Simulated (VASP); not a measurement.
# Cu (Fm-3m) in VASP: settings compared

Cu is run at these levels: PBEsol+D3(BJ), PBE; tasks: single point.

All numbers are computed with VASP 6.6.1; they aren't measurements. Logs are shortened: lines on timing, memory, paths and dates and some standing lists are left out, and cuts for length are marked.

### Step 1. The cell of the first run

It takes space group Fm-3m (No. 225, cubic). Conventional cell: a = 3.510 Å, b = 3.510 Å, c = 3.510 Å, α = 90.00°, β = 90.00°, γ = 90.00°. Cu (site symmetry m-3m) has 12 Cu at 2.48 Å within 3.3 Å.

### Step 2. Single point, PBEsol+D3(BJ)

File INCAR:

```
SYSTEM = Cu
  PREC = Accurate
  ENCUT = 600
  EDIFF = 1E-6
  ISMEAR = -1
  SIGMA = 0.05
  LREAL = .False.
  LASPH = .True.
  NELM = 120
  ALGO = Normal
  ISIF = 2
  LWAVE = .False.
  LCHARG = .False.
  GGA = PS
  IVDW = 12
  NBANDS = 12
  GGA_COMPAT = .False.
```

File KPOINTS:

```
regular mesh
0
Gamma
  13 13 13
  0 0 0
```

File POSCAR:

```
Cu
1.0
    0.0000000000      1.7547590036      1.7547590036
    1.7547590036      0.0000000000      1.7547590036
    1.7547590036      1.7547590036      0.0000000000
Cu
1
Direct
    0.0000000000      0.0000000000      0.0000000000
```

Potentials or basis: VASP PAW PBE potentials, release 64 (Cu).

Started as:

```sh
cat potpaw_PBE.64/Cu/POTCAR > POTCAR
mpirun -np 1 vasp_std > vasp.out
```

OUTCAR:

```text
SYSTEM = Cu
   PREC = Accurate
   ENCUT = 600
   EDIFF = 1E-6
   ISMEAR = -1
   LREAL = .False.
   LASPH = .True.
   NELM = 120
   ISIF = 2
   GGA = PS
   IVDW = 12
 IVDW          = 12

 ion  position               nearest neighbor table
   1  0.000  0.000  0.000-

  LATTYP: Found a face centered cubic cell.
 ALAT       =     3.5095180072

  Lattice vectors:

 A1 = (   0.0000000000,   1.7547590036,   1.7547590036)
 A2 = (   1.7547590036,   0.0000000000,   1.7547590036)
 A3 = (   1.7547590036,   1.7547590036,   0.0000000000)

Analysis of symmetry for initial positions (statically):
=====================================================================
 Subroutine PRICEL returns:
 Original cell was already a primitive cell.

 Routine SETGRP: Setting up the symmetry group for a
 face centered cubic supercell.

 Subroutine GETGRP returns: Found 48 space group operations
[... 9 lines left out ...]

 Routine SETGRP: Setting up the symmetry group for a
 face centered cubic supercell.

 Subroutine GETGRP returns: Found 48 space group operations
[... 11 lines left out ...]
                                     Primitive cell

  volume of cell :      10.8064

  direct lattice vectors                    reciprocal lattice vectors
     0.000000000  1.754759004  1.754759004    -0.284939413  0.284939413  0.284939413
     1.754759004  0.000000000  1.754759004     0.284939413 -0.284939413  0.284939413
     1.754759004  1.754759004  0.000000000     0.284939413  0.284939413 -0.284939413

  length of vectors
     2.481603982  2.481603982  2.481603982     0.493529540  0.493529540  0.493529540

  position of ions in fractional coordinates (direct lattice)
     0.000000000  0.000000000  0.000000000

  ion indices of the primitive-cell ions
   primitive index   ion index
                 1           1

----------------------------------------------------------------------------------------

 KPOINTS: regular mesh

Automatic generation of k-mesh.
 Grid dimensions read from file:
 generate k-points for:   13   13   13

 Generating k-lattice:

  Cartesian coordinates                     Fractional coordinates (reciprocal lattice)
    -0.021918416  0.021918416  0.021918416     0.076923077  0.000000000  0.000000000
     0.021918416 -0.021918416  0.021918416     0.000000000  0.076923077  0.000000000
     0.021918416  0.021918416 -0.021918416     0.000000000  0.000000000  0.076923077

  Length of vectors
     0.037963811  0.037963811  0.037963811

  Shift w.r.t. Gamma in fractional coordinates (k-lattice)
     0.000000000  0.000000000  0.000000000

 Subroutine IBZKPT returns following result:
 ===========================================

 Found     84 irreducible k-points:

 Following reciprocal coordinates:
            Coordinates               Weight
  0.000000  0.000000  0.000000      1.000000
  0.076923  0.000000  0.000000      8.000000
  0.153846  0.000000  0.000000      8.000000
  0.230769  0.000000  0.000000      8.000000
  0.307692  0.000000  0.000000      8.000000
  0.384615  0.000000  0.000000      8.000000
[... 16 lines left out ...]
  0.384615  0.153846  0.000000     24.000000
  0.461538  0.153846  0.000000     24.000000
 [... further k-points ...]
   k-points           NKPTS =     84   k-points in BZ     NKDIM =     84   number of bands    NBANDS=     12
   number of dos      NEDOS =    301   number of ions     NIONS =      1
   total plane-waves  NPLWV =   8000
   dimension x,y,z NGX =    20 NGY =   20 NGZ =   20
   dimension x,y,z NGXF=    40 NGYF=   40 NGZF=   40
   ions per type =               1
   NGX,Y,Z   is equivalent  to a cutoff of  13.40, 13.40, 13.40 a.u.
   NGXF,Y,Z  is equivalent  to a cutoff of  26.80, 26.80, 26.80 a.u.
 SYSTEM =  Cu
   PREC   = accura    normal or accurate (medium, high low for compatibility)
   ISTART =      0    job   : 0-new  1-cont  2-samecut
   ICHARG =      2    charge: 1-file 2-atom 10-const
   ISPIN  =      1    spin polarized calculation?
   LNONCOLLINEAR =      F non collinear calculations
   LSORBIT =      F    spin-orbit coupling
   LASPH  =      T    aspherical Exc in radial PAW
   ENCUT  =  600.0 eV  44.10 Ry    6.64 a.u.   4.96  4.96  4.96*2*pi/ulx,y,z
   NELM   =    120;   NELMIN=  2; NELMDL= -5     # of ELM steps
   EDIFF  = 0.1E-05   stopping-criterion for ELM
   LREAL  =      F    real-space projection
   EDIFFG = 0.1E-04   stopping-criterion for IOM
   NSW    =      0    number of steps for IOM
   IBRION =     -1    ionic relax: 0-MD 1-quasi-New 2-CG
   NFREE  =      0    steps in history (QN), initial steepest desc. (CG)
   ISIF   =      2    stress and relaxation
   ISYM   =      2    0-nonsym 1-usesym 2-fastsym
   POTIM  = 0.5000    time-step for ionic-motion
   TEBEG  =    0.0;   TEEND  =   0.0 temperature during run
   PSTRESS=    0.0 pullay stress
   NELECT =      11.0000    total number of electrons
   NUPDOWN=      -1.0000    fix difference up-down
   EMIN   =  10.00;   EMAX   =-10.00  energy-range for DOS
   EFERMI =   0.00;   METHOD = LEGACY
   ISMEAR =    -1;   SIGMA  =   0.05  broadening in eV -4-tet -1-fermi 0-gaus
   EFERMI_NEDOS =   21; number of points for ismear=-14 and -15
   IALGO  =     38    algorithm
   IMIX   =      4    mixing-type and parameters
     AMIX     =   0.40;   BMIX     =  1.00
     AMIX_MAG =   1.60;   BMIX_MAG =  1.00
  volume/ion in A,a.u.               =      10.81        72.93
  Fermi-wavevector in a.u.,A,eV,Ry     =   1.646815  3.112030 36.899012  2.712001
  Thomas-Fermi vector in A             =   2.736380
   LORBIT       =      0    0 simple, 1 ext, 2 COOP (PROOUT), +10 PAW based schemes
   GGA     = PS    functional components
   LHFCALC =     F    Hartree Fock is set to
   AEXX    =    0.0000 exact exchange contribution
   IVDW    =    12    specifies the selected vdW correction
   LEPSILON=     F    determine dielectric tensor
   LRPA    =     F    only Hartree local field effects (RPA)
 non-spin polarized calculation
  energy-cutoff  :      600.00
  volume of cell :       10.81
 maximum number of plane-waves:       371
   NGX =  9   NGY =  9   NGZ =  9

 number of electron      10.9999993 magnetization

 Free energy of the ion-electron system (eV)
  ---------------------------------------------------
  ext. energy  EPLUGINS =         0.00000000
  ---------------------------------------------------
  free energy    TOTEN  =        -4.29559935 eV

  energy without entropy =       -4.29286318  energy(sigma->0) =       -4.29423126

 E-fermi :   8.7350     XC(G=0): -13.4353

 val. band max:        8.5585213779   @ k =   0.4615   0.2308   0.0000
 cond. band min:       8.7571381063   @ k =   0.4615   0.3077   0.0000
 fundamental gap:      0.1986167284
 Fermi energy:         8.7349720794

 k-point     1 :       0.0000    0.0000    0.0000
  band No.  band energies     occupation
      1      -1.5388      2.00000
      2       5.2322      2.00000
      3       5.2322      2.00000
      4       5.2322      2.00000
      5       6.1864      2.00000
      6       6.1864      2.00000
      7      31.8399      0.00000
      8      35.1563      0.00000
      9      35.1563      0.00000
     10      35.1563      0.00000
     11      37.7384      0.00000
     12      37.7384      0.00000

 k-point     2 :       0.0769    0.0000    0.0000
  band No.  band energies     occupation
      1      -1.3094      2.00000
      2       5.1794      2.00000
      3       5.2778      2.00000
      4       5.2778      2.00000
      5       6.1685      2.00000
      6       6.1685      2.00000
      7      30.6123      0.00000
      8      33.1375      0.00000
      9      34.5342      0.00000
     10      34.5342      0.00000
     11      38.6522      0.00000
     12      38.6522      0.00000

 k-point     3 :       0.1538    0.0000    0.0000
  band No.  band energies     occupation
      1      -0.6381      2.00000
      2       5.0500      2.00000
      3       5.3766      2.00000
      4       5.3766      2.00000
      5       6.1506      2.00000
      6       6.1506      2.00000
      7      26.7772      0.00000
      8      32.5175      0.00000
      9      33.6035      0.00000
     10      33.6035      0.00000
     11      39.5116      0.00000
     12      39.9920      0.00000

 k-point     4 :       0.2308    0.0000    0.0000
  band No.  band energies     occupation
      1       0.4077      2.00000
      2       4.9361      2.00000
      3       5.4193      2.00000
      4       5.4193      2.00000
      5       6.2332      2.00000
      6       6.2332      2.00000
      7      22.7129      0.00000
      8      31.9859      0.00000
      9      32.8602      0.00000
     10      32.8602      0.00000
     11      38.9626      0.00000
     12      38.9626      0.00000

 k-point     5 :       0.3077    0.0000    0.0000
  band No.  band energies     occupation
      1       1.6320      2.00000
      2       5.0419      2.00000
      3       5.3566      2.00000
      4       5.3566      2.00000
      5       6.4444      2.00000
      6       6.4444      2.00000
      7      18.9126      0.00000
      8      31.3005      0.00000
      9      32.3607      0.00000
     10      32.3607      0.00000
     11      37.1573      0.00000
     12      37.1573      0.00000
[... 228 lines left out ...]
      1       0.4243      2.00000
      2       4.6982      2.00000
      3       5.5504      2.00000
      4       5.6664      2.00000
      5       5.9239      2.00000
      6       6.4027      2.00000
      7      25.9774      0.00000
      8      28.7108      0.00000
      9      29.8789      0.00000
     10      31.8329      0.00000
     11      35.3071      0.00000
     12      42.3750      0.00000

 k-point    22 :       0.3077    0.1538    0.0000
  band No.  band energies     occupation
      1       1.4923      2.00000
      2       4.5755      2.00000
      3       5.3499      2.00000
      4       5.6977      2.00000
      5       6.3441      2.00000
      6       6.5627      2.00000
      7      22.0025      0.00000
      8      27.9166      0.00000
      9      28.9811      0.00000
     10      31.1034      0.00000
     11      36.8264      0.00000
     12      41.5755      0.00000

 k-point    23 :       0.3846    0.1538    0.0000
  band No.  band energies     occupation
      1       2.5821      2.00000
      2       4.6176      2.00000
      3       5.1712      2.00000
      4       5.6350      2.00000
      5       6.7497      2.00000
      6       7.0466      2.00000
      7      18.3106      0.00000
      8      27.5973      0.00000
      9      27.6558      0.00000
     10      30.3354      0.00000
     11      39.7279      0.00000
     12      40.8774      0.00000

 k-point    24 :       0.4615    0.1538    0.0000
  band No.  band energies     occupation
      1       3.2170      2.00000
      2       4.8007      2.00000
      3       5.2266      2.00000
      4       5.5485      2.00000
      5       6.8556      2.00000
      6       8.1960      1.99996
      7      15.0883      0.00000
      8      26.2787      0.00000
      9      27.7942      0.00000
     10      30.0593      0.00000
     11      40.2295      0.00000
     12      40.2486      0.00000

 [... further k-points ...]

------------------------ aborting loop because EDIFF is reached ----------------------------------------

 Edisp (eV)   -0.57326

 E8    (eV) :    -0.3740

  FORCE on cell =-STRESS in cart. coord.  units (eV):
  Direction    XX          YY          ZZ          XY          YZ          ZX
  --------------------------------------------------------------------------------------
  -------------------------------------------------------------------------------------
  Total       0.05505     0.05505     0.05505    -0.00000     0.00000     0.00000
  in kB       8.16174     8.16174     8.16174    -0.00000     0.00000     0.00000
  external pressure =        8.16 kB  Pullay stress =        0.00 kB

 VOLUME and BASIS-vectors are now :
 -----------------------------------------------------------------------------
  energy-cutoff  :      600.00
  volume of cell :       10.81
      direct lattice vectors                 reciprocal lattice vectors
     0.000000000  1.754759004  1.754759004    -0.284939413  0.284939413  0.284939413
     1.754759004  0.000000000  1.754759004     0.284939413 -0.284939413  0.284939413
     1.754759004  1.754759004  0.000000000     0.284939413  0.284939413 -0.284939413

 POSITION                                       TOTAL-FORCE (eV/Angst)
 -----------------------------------------------------------------------------------
      0.00000      0.00000      0.00000         0.000000     -0.000000      0.000000
 -----------------------------------------------------------------------------------
    total drift:                                0.000000      0.000000      0.000000

  FREE ENERGIE OF THE ION-ELECTRON SYSTEM (eV)
  ---------------------------------------------------
  free  energy   TOTEN  =        -4.8688637258 eV

  energy  without entropy=       -4.8661275501  energy(sigma->0) =       -4.86749564
```

Wall time 5.1 s (1 thread of Intel Xeon 6975P-C (Granite Rapids), shared host); peak memory 0.13 GiB.

Results:

```yaml
Free_energy: -4.8689 eV
Pressure: 0.8 GPa
Dispersion_energy_per_atom: -0.573 eV
```

Levels at points of the mesh, in eV from the Fermi level:
```tsv
k point	band 2	band 3	band 4	band 5	band 6	band 7	band 8	band 9	band 10	band 11
(0.00, 0.00, 0.00)	-3.50	-3.50	-3.50	-2.55	-2.55	23.10	26.42	26.42	26.42	29.00
```

Caveat: the PAW data sets were made with another functional, which shifts forces and pressure a little; pairwise dispersion overbinds metals, which lowers pressure and volume.

### Step 3. Single point, PBE

This run uses another cell than the first one, of 11.81 Å³/atom, 1.093 times its volume.

File INCAR:

```
SYSTEM = Cu
ALGO = Normal
EDIFF = 1E-6
ENCUT = 600
GGA = PE
GGA_COMPAT = .False.
ISIF = 2
ISMEAR = 0
LASPH = .True.
LCHARG = .False.
LREAL = .False.
LWAVE = .False.
NBANDS = 12
NELM = 120
PREC = Accurate
SIGMA = 0.015
```

File KPOINTS:

```
k-points
0
Gamma
  13 13 13
  0 0 0
```

File POSCAR:

```
Cu
1.0
    0.0000000000      1.8075000000      1.8075000000
    1.8075000000      0.0000000000      1.8075000000
    1.8075000000      1.8075000000      0.0000000000
Cu
1
Direct
    0.0000000000      0.0000000000      0.0000000000
```

Potentials or basis: VASP PAW PBE potentials, release 64 (Cu).

Started as:

```sh
cat potpaw_PBE.64/Cu/POTCAR > POTCAR
mpirun -np 1 vasp_std > vasp.out
```

OUTCAR:

```text
SYSTEM = Cu
   EDIFF = 1E-6
   ENCUT = 600
   GGA = PE
   ISIF = 2
   ISMEAR = 0
   LASPH = .True.
   LREAL = .False.
   NELM = 120
   PREC = Accurate

 ion  position               nearest neighbor table
   1  0.000  0.000  0.000-

  LATTYP: Found a face centered cubic cell.
 ALAT       =     3.6150000000

  Lattice vectors:

 A1 = (   0.0000000000,   1.8075000000,   1.8075000000)
 A2 = (   1.8075000000,   0.0000000000,   1.8075000000)
 A3 = (   1.8075000000,   1.8075000000,   0.0000000000)
[... 529 lines left out ...]
      3       4.5635      2.00000
      4       4.8271      2.00000
      5       5.9579      2.00000
      6       7.2495      2.00000
      7      13.6616      0.00000
      8      24.4474      0.00000
      9      25.7801      0.00000
     10      27.9921      0.00000
     11      37.7277      0.00000
     12      37.8348      0.00000

 [... further k-points ...]
[... 5 lines left out ...]
  --------------------------------------------------------------------------------------
  -------------------------------------------------------------------------------------
  Total        0.1672486      0.1672486      0.1672486      0.0000000      0.0000000      0.0000000
  in kB       22.6886242     22.6886242     22.6886242      0.0000000      0.0000000      0.0000000
  external PRESSURE =      22.6886242 kB  Pullay stress =       0.0000000 kB

 VOLUME and BASIS-vectors are now :
 -----------------------------------------------------------------------------
  energy-cutoff  :      600.00
  volume of cell :       11.81
      direct lattice vectors                 reciprocal lattice vectors
     0.000000000  1.807500000  1.807500000    -0.276625173  0.276625173  0.276625173
     1.807500000  0.000000000  1.807500000     0.276625173 -0.276625173  0.276625173
     1.807500000  1.807500000  0.000000000     0.276625173  0.276625173 -0.276625173

 POSITION                                       TOTAL-FORCE (eV/Angst)
 -----------------------------------------------------------------------------------
      0.00000      0.00000      0.00000        -0.000000      0.000000     -0.000000
 -----------------------------------------------------------------------------------
    total drift:                                0.000000      0.000000      0.000000

  FREE ENERGIE OF THE ION-ELECTRON SYSTEM (eV)
  ---------------------------------------------------
  free  energy   TOTEN  =        -3.7268993370 eV

  energy  without entropy=       -3.7268286536  energy(sigma->0) =       -3.72686400
```

stdout:

```text
POSCAR found type information on POSCAR Cu
 POSCAR found :  1 types and       1 ions
 scaLAPACK will be used
 LDA part: xc-table for (Slater+PW92), standard interpolation
 POSCAR, INCAR and KPOINTS ok, starting setup
 FFT: planning ... GRIDC
 FFT: planning ... GRID_SOFT
 FFT: planning ... GRID
 WAVECAR not read
 entering main loop
```

It took 5.5 s on 1 thread of Intel Xeon 6975P-C (Granite Rapids), shared host; peak memory 0.13 GiB.

Results:

* Free energy: -3.7269 eV
* Pressure: 2.3 GPa
